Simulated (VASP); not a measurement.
Write the native input for VASP 6.6.1 that does the following.

- Task: single point
- Functional: r2SCAN
- Potentials or basis: VASP PAW PBE potentials, release 64 (Ti_sv, Pt)
- Cutoff: 520 eV
- k mesh: 9 × 9 × 9
- Occupations: fermi-dirac, width 0.1 eV
- Spin: no spin polarisation
- Dipole correction: no
- Further INCAR settings: ALGO = Normal; EDIFF = 1e-06; NBANDS = 56

Crystal: TiPt8.

```
CELL_PARAMETERS angstrom
-4.15062 4.15062 1.94079
4.15062 -4.15062 1.94079
4.15062 4.15062 -1.94079
ATOMIC_POSITIONS crystal
Ti 0.00000 0.00000 0.00000
Pt 0.33804 0.33804 0.67609
Pt 0.33804 0.66196 0.00000
Pt 0.66196 0.66196 0.32391
Pt 0.66196 0.33804 0.00000
Pt 0.00000 0.32915 0.32915
Pt 0.32915 0.00000 0.32915
Pt 0.00000 0.67085 0.67085
Pt 0.67085 0.00000 0.67085
```

The input as run:

POSCAR

```
TiPt8
1.0
   -4.1506223700      4.1506223700      1.9407872500
    4.1506223700     -4.1506223700      1.9407872500
    4.1506223700      4.1506223700     -1.9407872500
Ti Pt
1 8
Direct
    0.0000000000      0.0000000000      0.0000000000
    0.3380432859      0.3380432859      0.6760865719
    0.3380432859      0.6619567141      0.0000000000
    0.6619567141      0.6619567141      0.3239134281
    0.6619567141      0.3380432859      0.0000000000
    0.0000000000      0.3291535549      0.3291535549
    0.3291535549      0.0000000000      0.3291535549
    0.0000000000      0.6708464451      0.6708464451
    0.6708464451      0.0000000000      0.6708464451
```

INCAR.step1

```
  PREC = Accurate
  ENCUT = 520
  ISMEAR = -1
  SIGMA = 0.1
  LREAL = False
  LASPH = True
  NELM = 80
  NBANDS = 56
  GGA = PE
  ALGO = Normal
  EDIFF = 1E-4
  LWAVE = True
  LCHARG = False
```

INCAR.step2

```
  PREC = Accurate
  ENCUT = 520
  EDIFF = 1E-6
  ISMEAR = -1
  SIGMA = 0.1
  LREAL = False
  LASPH = True
  NELM = 80
  ALGO = Normal
  ISIF = 2
  LWAVE = False
  LCHARG = False
  METAGGA = R2SCAN
  LMIXTAU = True
  NBANDS = 56
  ISTART = 1
```

KPOINTS

```
regular mesh
0
Gamma
  9 9 9
```

Potentials or basis: VASP PAW PBE potentials, release 64 (Ti_sv, Pt).

The run is started by

```console
$ cat potpaw_PBE.64/Ti_sv/POTCAR potpaw_PBE.64/Pt/POTCAR > POTCAR
$ cp INCAR.step1 INCAR
$ mpirun -np 1 vasp_std > vasp.out
$ cp INCAR.step2 INCAR
$ mpirun -np 1 vasp_std > vasp.out
```

Results of the run:

```yaml
Pressure: 6.5 GPa
Largest_force: 0.015 eV/Å
Band_gap_on_the_k_mesh: zero (bands 46 and 47 overlap by 1.47 eV)
```

Caveat: the cell stands under pressure; the PAW data sets were made with another functional, which shifts forces and pressure a little; spin-orbit coupling is left out, which moves the levels of the heavy elements.

Wall time 58 min on 1 thread of Oxide Virtual Turin-like Processor, on a shared host, peak memory 0.62 GiB.
